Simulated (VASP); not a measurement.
Runs of VASP 6.6.1 on MoS2. The structure is that of space group R3m (No. 160), or close to it. The cells are those of the table. 

```tsv
task	cell	k mesh	smearing	gap on the mesh (eV)	pressure (GPa)	largest force (eV/Å)
single point	a = 6.390 Å, angles 28.7°, 3 atoms	10 × 10 × 10	fermi-dirac 0.05 eV	0.82	9.1	1.27
single point	a = 6.259 Å, angles 28.7°, 3 atoms	10 × 10 × 10	fermi-dirac 0.05 eV	0.81	21.5	2.53
single point	a = 6.432 Å, angles 28.7°, 3 atoms	10 × 10 × 10	fermi-dirac 0.05 eV	0.81	5.8	0.91
single point	a = 6.303 Å, angles 28.7°, 3 atoms	10 × 10 × 10	fermi-dirac 0.05 eV	0.81	(a)	2.08
dielectric tensor	a = 6.390 Å, angles 28.7°, 3 atoms	10 × 10 × 10	gaussian 0.01 eV	0.82	-	-
single point	a = 6.474 Å, angles 28.7°, 3 atoms	10 × 10 × 10	fermi-dirac 0.05 eV	0.81	2.7	0.57
single point	a = 6.390 Å, angles 28.7°, 3 atoms	6 × 6 × 6	fermi-dirac 0.04 eV	0.66	9.1	1.28
single point	a = 6.515 Å, angles 28.7°, 3 atoms	10 × 10 × 10	fermi-dirac 0.05 eV	0.81	0.0	0.26
single point	a = 6.347 Å, angles 28.7°, 3 atoms	10 × 10 × 10	fermi-dirac 0.05 eV	0.81	12.8	(b)
```

Alike in all rows: level PBE; potentials or basis VASP PAW PBE potentials, release 64 (Mo_sv, S); no spin polarisation; cutoff (eV) 520.

Fill in the values left out.

(a) 16.9; (b) 1.66.

Caveats: forces of over 1 eV/Å act on the atoms, so gaps and moduli don't describe the material at rest (some runs).

A k mesh can miss the band edges, and the runs leave out spin-orbit coupling on Mo.
